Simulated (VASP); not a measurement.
# MgSi2N2 (P6/mmm) in VASP: further runs

MgSi2N2 is run at these levels: PBE; tasks: relaxation of cell and atoms, single point.

All numbers are computed with VASP 6.6.1; they aren't measurements. Logs are shortened: lines on timing, memory, paths and dates and some standing lists are left out, and cuts for length are marked.

### Step 1. The cell of the first run

Symmetry: P6/mmm, No. 191, hexagonal system. The conventional cell has a = 4.311 Å, b = 4.311 Å, c = 3.651 Å, α = 90.00°, β = 90.00°, γ = 120.00°. Mg (site symmetry 6/mmm) has 6 N at 2.49 Å and 12 Si at 3.09 Å within 3.3 Å. Within 2.5 Å of Si (site symmetry -6m2) lie 2 N at 1.83 Å and 3 Si at 2.49 Å. N (site symmetry -6m2) has 2 Si at 1.83 Å and 3 Mg at 2.49 Å and 3 N at 2.49 Å within 2.5 Å.

The cell was built from a structure type or drawn by symmetry, and may not be a known phase.

### Step 2. Relaxation of cell and atoms, PBE

Input file INCAR:

```
ALGO     = Normal         # electronic algorithm
EDIFF    = 1E-7           # SCF threshold, eV
EDIFFG   = -0.04          # ionic threshold
ENCUT    = 750            # plane-wave cutoff, eV
GGA      = PE             # functional
GGA_COMPAT= False        
IBRION   = 2              # ionic algorithm
ISIF     = 3              # what is computed and relaxed
ISMEAR   = 0              # smearing method
LASPH    = True           # aspherical terms in the spheres
LCHARG   = False          # write CHGCAR
LREAL    = False          # projectors in reciprocal space
LWAVE    = False          # write WAVECAR
NELM     = 120            # most SCF steps
NELMIN   = 4            
NSW      = 90             # ionic steps
PREC     = Accurate       # precision mode
SIGMA    = 0.1            # smearing width, eV
```

Input file KPOINTS:

```
k-points
0
Gamma
  6 6 6
```

Input file POSCAR:

```
MgSi2N2
1.0
    4.3112343680      0.0000000000      0.0000000000
   -2.1556171840      3.7336384844      0.0000000000
    0.0000000000      0.0000000000      3.6508700920
Mg Si N
1 2 2
Direct
    0.0000000000      0.0000000000      0.0000000000
    0.3333333333      0.6666666667      0.5000000000
    0.6666666667      0.3333333333      0.5000000000
    0.3333333333      0.6666666667      0.0000000000
    0.6666666667      0.3333333333      0.0000000000
```

Potentials or basis: VASP PAW PBE potentials, release 64 (Mg_sv, Si, N).

Run with:

```sh
> cat potpaw_PBE.64/Mg_sv/POTCAR potpaw_PBE.64/Si/POTCAR potpaw_PBE.64/N/POTCAR > POTCAR
> mpirun -np 1 vasp_std > vasp.out
```

OUTCAR:

```text
EDIFF = 1E-7
   EDIFFG = -0.04
   ENCUT = 750
   GGA = PE
   IBRION = 2
   ISIF = 3
   ISMEAR = 0
   LASPH = True
   LREAL = False
   NELM = 120
   NELMIN = 4
   NSW = 90
   PREC = Accurate

 ion  position               nearest neighbor table
   1  0.000  0.000  0.000-
   2  0.333  0.667  0.500-   4 1.83   4 1.83   3 2.49   3 2.49   3 2.49
   3  0.667  0.333  0.500-   5 1.83   5 1.83   2 2.49   2 2.49   2 2.49
   4  0.333  0.667  0.000-   2 1.83   2 1.83
   5  0.667  0.333  0.000-   3 1.83   3 1.83

  LATTYP: Found a hexagonal cell.
 ALAT       =     4.3112343680
 C/A-ratio  =     0.8468270988

  Lattice vectors:

 A1 = (   4.3112343680,   0.0000000000,   0.0000000000)
 A2 = (  -2.1556171840,   3.7336384844,   0.0000000000)
 A3 = (   0.0000000000,   0.0000000000,   3.6508700920)

Analysis of symmetry for initial positions (statically):
=====================================================================
 Subroutine PRICEL returns:
 Original cell was already a primitive cell.

 Routine SETGRP: Setting up the symmetry group for a
 hexagonal supercell.

 Subroutine GETGRP returns: Found 24 space group operations
 (whereof 24 operations were pure point group operations)
 out of a pool of 24 trial point group operations.

The static configuration has the point symmetry D_6h.

Analysis of symmetry for dynamics (positions and initial velocities):
=====================================================================
 Subroutine PRICEL returns:
 Original cell was already a primitive cell.

 Routine SETGRP: Setting up the symmetry group for a
 hexagonal supercell.

 Subroutine GETGRP returns: Found 24 space group operations
 (whereof 24 operations were pure point group operations)
 out of a pool of 24 trial point group operations.

The dynamic configuration has the point symmetry D_6h.

 Subroutine INISYM returns: Found 24 space group operations
 (whereof 24 operations are pure point group operations),
 and found     1 'primitive' translations

----------------------------------------------------------------------------------------

                                     Primitive cell

  volume of cell :      58.7666

  direct lattice vectors                    reciprocal lattice vectors
     4.311234368  0.000000000  0.000000000     0.231952131  0.133917625  0.000000000
    -2.155617184  3.733638484  0.000000000     0.000000000  0.267835251  0.000000000
     0.000000000  0.000000000  3.650870092     0.000000000  0.000000000  0.273907308

  length of vectors
     4.311234368  4.311234368  3.650870092     0.267835251  0.267835251  0.273907308

  position of ions in fractional coordinates (direct lattice)
     0.000000000  0.000000000  0.000000000
     0.333333333  0.666666667  0.500000000
     0.666666667  0.333333333  0.500000000
     0.333333333  0.666666667  0.000000000
     0.666666667  0.333333333  0.000000000

  ion indices of the primitive-cell ions
   primitive index   ion index
                 1           1
                 2           2
                 3           3
                 4           4
                 5           5

----------------------------------------------------------------------------------------

 KPOINTS: k-points

Automatic generation of k-mesh.
 Grid dimensions read from file:
 generate k-points for:    6    6    6

 Generating k-lattice:

  Cartesian coordinates                     Fractional coordinates (reciprocal lattice)
     0.038658689  0.022319604  0.000000000     0.166666667  0.000000000  0.000000000
     0.000000000  0.044639208  0.000000000     0.000000000  0.166666667  0.000000000
     0.000000000  0.000000000  0.045651218     0.000000000  0.000000000  0.166666667

  Length of vectors
     0.044639208  0.044639208  0.045651218

  Shift w.r.t. Gamma in fractional coordinates (k-lattice)
     0.000000000  0.000000000  0.000000000

 Subroutine IBZKPT returns following result:
 ===========================================

 Found     28 irreducible k-points:

 Following reciprocal coordinates:
            Coordinates               Weight
  0.000000  0.000000  0.000000      1.000000
  0.166667  0.000000  0.000000      6.000000
  0.333333  0.000000  0.000000      6.000000
  0.500000  0.000000  0.000000      3.000000
  0.166667  0.166667  0.000000      6.000000
  0.333333  0.166667  0.000000     12.000000
[... 16 lines left out ...]
  0.166667  0.000000  0.500000      6.000000
  0.333333  0.000000  0.500000      6.000000
 [... further k-points ...]
   k-points           NKPTS =     28   k-points in BZ     NKDIM =     28   number of bands    NBANDS=     18
   number of dos      NEDOS =    301   number of ions     NIONS =      5
   total plane-waves  NPLWV =  57600
   dimension x,y,z NGX =    40 NGY =   40 NGZ =   36
   dimension x,y,z NGXF=    80 NGYF=   80 NGZF=   72
   ions per type =               1   2   2
   NGX,Y,Z   is equivalent  to a cutoff of  15.42, 15.42, 16.39 a.u.
   NGXF,Y,Z  is equivalent  to a cutoff of  30.85, 30.85, 32.79 a.u.
 SYSTEM =  unknown system
   PREC   = accura    normal or accurate (medium, high low for compatibility)
   ISTART =      0    job   : 0-new  1-cont  2-samecut
   ICHARG =      2    charge: 1-file 2-atom 10-const
   ISPIN  =      1    spin polarized calculation?
   LNONCOLLINEAR =      F non collinear calculations
   LSORBIT =      F    spin-orbit coupling
   LASPH  =      T    aspherical Exc in radial PAW
   ENCUT  =  750.0 eV  55.12 Ry    7.42 a.u.   9.63  9.63  8.15*2*pi/ulx,y,z
   NELM   =    120;   NELMIN=  4; NELMDL= -5     # of ELM steps
   EDIFF  = 0.1E-06   stopping-criterion for ELM
   LREAL  =      F    real-space projection
   EDIFFG = -.4E-01   stopping-criterion for IOM
   NSW    =     90    number of steps for IOM
   IBRION =      2    ionic relax: 0-MD 1-quasi-New 2-CG
   NFREE  =      1    steps in history (QN), initial steepest desc. (CG)
   ISIF   =      3    stress and relaxation
   ISYM   =      2    0-nonsym 1-usesym 2-fastsym
   POTIM  = 0.5000    time-step for ionic-motion
   TEBEG  =    0.0;   TEEND  =   0.0 temperature during run
   PSTRESS=    0.0 pullay stress
   NELECT =      28.0000    total number of electrons
   NUPDOWN=      -1.0000    fix difference up-down
   EMIN   =  10.00;   EMAX   =-10.00  energy-range for DOS
   EFERMI =   0.00;   METHOD = LEGACY
   ISMEAR =     0;   SIGMA  =   0.10  broadening in eV -4-tet -1-fermi 0-gaus
   EFERMI_NEDOS =   21; number of points for ismear=-14 and -15
   IALGO  =     38    algorithm
   IMIX   =      4    mixing-type and parameters
     AMIX     =   0.40;   BMIX     =  1.00
     AMIX_MAG =   1.60;   BMIX_MAG =  1.00
  volume/ion in A,a.u.               =      11.75        79.32
  Fermi-wavevector in a.u.,A,eV,Ry     =   1.278647  2.416293 22.244693  1.634939
  Thomas-Fermi vector in A             =   2.411178
   LORBIT       =      0    0 simple, 1 ext, 2 COOP (PROOUT), +10 PAW based schemes
   GGA     = PE    functional components
   LHFCALC =     F    Hartree Fock is set to
   AEXX    =    0.0000 exact exchange contribution
   IVDW    =     0    specifies the selected vdW correction
   LEPSILON=     F    determine dielectric tensor
   LRPA    =     F    only Hartree local field effects (RPA)
 conjugate gradient relaxation of ions
 non-spin polarized calculation
 Gauss-broadening in eV      SIGMA  =   0.10
  energy-cutoff  :      750.00
  volume of cell :       58.77
 maximum number of plane-waves:      2765
 NGX is ok and might be reduce to    40
   NGX = 19   NGY = 19   NGZ = 17

--------------------------------------- Ionic step        1  -------------------------------------------

 number of electron      27.9999999 magnetization

 Free energy of the ion-electron system (eV)
  ---------------------------------------------------
  ext. energy  EPLUGINS =         0.00000000
  ---------------------------------------------------
  free energy    TOTEN  =       -27.25069851 eV

  energy without entropy =      -27.24002386  energy(sigma->0) =      -27.24536118

------------------------ aborting loop because EDIFF is reached ----------------------------------------

  FORCE on cell =-STRESS in cart. coord.  units (eV):
  Direction    XX          YY          ZZ          XY          YZ          ZX
  --------------------------------------------------------------------------------------
  -------------------------------------------------------------------------------------
  Total        0.4130284      0.4130284     -1.3235553     -0.0000000      0.0000000      0.0000000
  in kB       11.2605673     11.2605673    -36.0846414     -0.0000000      0.0000000      0.0000000
  external PRESSURE =      -4.5211689 kB  Pullay stress =       0.0000000 kB
[... 98 lines left out ...]
  FREE ENERGIE OF THE ION-ELECTRON SYSTEM (eV)
  ---------------------------------------------------
  free  energy   TOTEN  =       -27.2960488466 eV

  energy  without entropy=      -27.2727584351  energy(sigma->0) =      -27.28440364

[... ionic steps 4 to 13 ...]

--------------------------------------- Ionic step       14  -------------------------------------------

 number of electron      27.9999991 magnetization

------------------------ aborting loop because EDIFF is reached ----------------------------------------

  FORCE on cell =-STRESS in cart. coord.  units (eV):
  Direction    XX          YY          ZZ          XY          YZ          ZX
  --------------------------------------------------------------------------------------
  -------------------------------------------------------------------------------------
  Total        0.0997517      0.0997517      1.9039915     -0.0000000     -0.0000000      0.0000000
  in kB        2.5782267      2.5782267     49.2114275     -0.0000000     -0.0000000      0.0000000
  external PRESSURE =      18.1226269 kB  Pullay stress =       0.0000000 kB
[... 63 lines left out ...]
  energy  without entropy=      -27.4372790326  energy(sigma->0) =      -27.44319242

--------------------------------------- Ionic step       16  -------------------------------------------

 number of electron      27.9999993 magnetization

 Free energy of the ion-electron system (eV)
  ---------------------------------------------------
  ext. energy  EPLUGINS =         0.00000000
  ---------------------------------------------------
  free energy    TOTEN  =       -27.44920908 eV

  energy without entropy =      -27.43736425  energy(sigma->0) =      -27.44328666

 E-fermi :   6.3832     XC(G=0): -10.7002

 val. band max:        6.3756177874   @ k =   0.3333   0.3333   0.3333
 cond. band min:       6.4063821375   @ k =   0.3333   0.0000   0.3333
 fundamental gap:      0.0307643501
 Fermi energy:         6.3832175656

 k-point     1 :       0.0000    0.0000    0.0000
  band No.  band energies     occupation
      1     -69.9912      2.00000
      2     -36.7843      2.00000
      3     -36.7334      2.00000
      4     -36.7334      2.00000
      5     -10.4780      2.00000
      6      -8.0183      2.00000
[... 10 lines left out ...]
     17       9.8089      0.00000
     18      10.5678      0.00000
[... 466 lines left out ...]
      2     -36.7912      2.00000
      3     -36.7328      2.00000
      4     -36.7327      2.00000
      5      -8.9673      2.00000
      6      -7.8652      2.00000
[... 10 lines left out ...]
     17      10.4274      0.00000
     18      10.7894      0.00000

 [... further k-points ...]

------------------------ aborting loop because EDIFF is reached ----------------------------------------

  FORCE on cell =-STRESS in cart. coord.  units (eV):
  Direction    XX          YY          ZZ          XY          YZ          ZX
  --------------------------------------------------------------------------------------
  -------------------------------------------------------------------------------------
  Total        0.0085824      0.0085824     -0.0056340      0.0000000      0.0000000      0.0000000
  in kB        0.2205184      0.2205184     -0.1447612      0.0000000      0.0000000      0.0000000
  external PRESSURE =       0.0987585 kB  Pullay stress =       0.0000000 kB
[... 20 lines left out ...]
  FREE ENERGIE OF THE ION-ELECTRON SYSTEM (eV)
  ---------------------------------------------------
  free  energy   TOTEN  =       -27.4492090761 eV

  energy  without entropy=      -27.4373642453  energy(sigma->0) =      -27.44328666

 reached required accuracy - stopping structural energy minimisation
```

It took 5.4 min on 1 thread of AMD EPYC 9R45 (Zen 5), shared host; peak memory 0.23 GiB.

What came out:

- Free energy: -27.4492 eV
- Relaxed volume: 12.47 Å³/atom
- Relaxed cell: a = 4.585 Å, b = 4.585 Å, c = 3.424 Å, α = 90.00°, β = 90.00°, γ = 120.00°
- Space group after relaxing (to 0.1 Å): P6/mmm (No. 191)
- Energy gained by relaxing: 39.7 meV/atom
- Ionic steps: 16
- Pressure after relaxing: 0.0 GPa
- Band gap on the k mesh: zero (bands 14 and 15 overlap by 2.41 eV)

The path:
| step | energy change (eV) | largest force (eV/Å) | pressure (GPa) | volume (Å³) |
| --- | --- | --- | --- | --- |
| 1 | 0.0000 | 0.0000 | -0.45 | 58.77 |
| 2 | -0.0174 | 0.0000 | 1.10 | 58.48 |
| 3 | -0.0454 | 0.0000 | 6.96 | 57.56 |
| 4 | -0.0433 | 0.0000 | 9.61 | 57.22 |
| 5 | -0.0461 | 0.0000 | 7.71 | 57.45 |
| 6 | -0.0491 | 0.0000 | 7.86 | 57.47 |
| 7 | -0.0580 | 0.0000 | 8.38 | 57.51 |
| 8 | -0.0675 | 0.0000 | 9.71 | 57.60 |
| 9 | -0.0787 | 0.0000 | 9.32 | 57.80 |
| 10 | -0.1086 | 0.0000 | 8.19 | 58.41 |
| 11 | -0.1524 | 0.0000 | 6.14 | 59.62 |
| 12 | -0.1782 | 0.0000 | 2.71 | 62.09 |
| 13 | -0.1791 | 0.0000 | 3.14 | 61.73 |
| 14 | -0.1919 | 0.0000 | 1.81 | 61.99 |
| 15 | -0.1984 | 0.0000 | -0.20 | 62.40 |
| 16 | -0.1985 | 0.0000 | 0.01 | 62.36 |

Final structure:
```
Mg Si N
1.0
     4.58548    0.00000    0.00000
    -2.29274    3.97115    0.00000
     0.00000    0.00000    3.42431
Mg Si N
1 2 2
Direct
  0.00000 0.00000 0.00000
  0.33333 0.66667 0.50000
  0.66667 0.33333 0.50000
  0.33333 0.66667 0.00000
  0.66667 0.33333 0.00000
```

### Step 3. Single point, PBE

Input file INCAR:

```
SYSTEM = MgSi2N2
PREC = Accurate
ENCUT = 750
EDIFF = 1E-6
ISMEAR = 0
SIGMA = 0.1
LREAL = .False.
LASPH = .True.
NELM = 120
ALGO = Normal
ISIF = 2
LWAVE = .False.
LCHARG = .True.
GGA = PE
LELF = .True.
LVHAR = .True.
NBANDS = 22
GGA_COMPAT = .False.
```

Input file KPOINTS:

```
regular mesh
0
Gamma
  6 6 4
  0 0 0
```

POSCAR is that of step 2.

Potentials or basis: VASP PAW PBE potentials, release 64 (Mg_sv, Si, N).

Run with:

```sh
> cat potpaw_PBE.64/Mg_sv/POTCAR potpaw_PBE.64/Si/POTCAR potpaw_PBE.64/N/POTCAR > POTCAR
> mpirun -np 1 vasp_std > vasp.out
```

Wall time 44 s (1 thread of AMD EPYC 7R13 (Zen 3), shared host); peak memory 0.21 GiB.

Results (log left out):

```yaml
Free_energy: -27.2311 eV
Pressure: -0.3 GPa
Band_gap_on_the_k_mesh: zero (bands 14 and 15 overlap by 2.62 eV)
```

Stress tensor (GPa, compression positive):
```
-0.37  0.00  0.00
 0.00 -0.37  0.00
 0.00  0.00 -0.19
```

Levels at points of the mesh, in eV from the Fermi level:
```tsv
k point	band 10	band 11	band 12	band 13	band 14	band 15	band 16	band 17	band 18	band 19
(0.00, 0.00, 0.00)	-5.21	-4.37	-2.30	-2.30	2.26	2.26	2.49	3.62	4.38	4.38
(0.50, 0.00, 0.00)	-5.28	-4.70	-1.54	-0.63	-0.17	1.33	1.51	5.83	6.84	7.04
(0.00, 0.00, 0.50)	-3.84	-1.43	-1.43	-1.20	-1.20	-0.24	1.68	1.68	3.31	6.06
(0.50, 0.00, 0.50)	-4.12	-2.68	-2.62	-0.82	0.19	0.50	3.45	5.42	7.20	7.85
```

Caveat: the k points lie up to 0.43 Å⁻¹ apart, too coarse for converged energies and pressures of a metal.
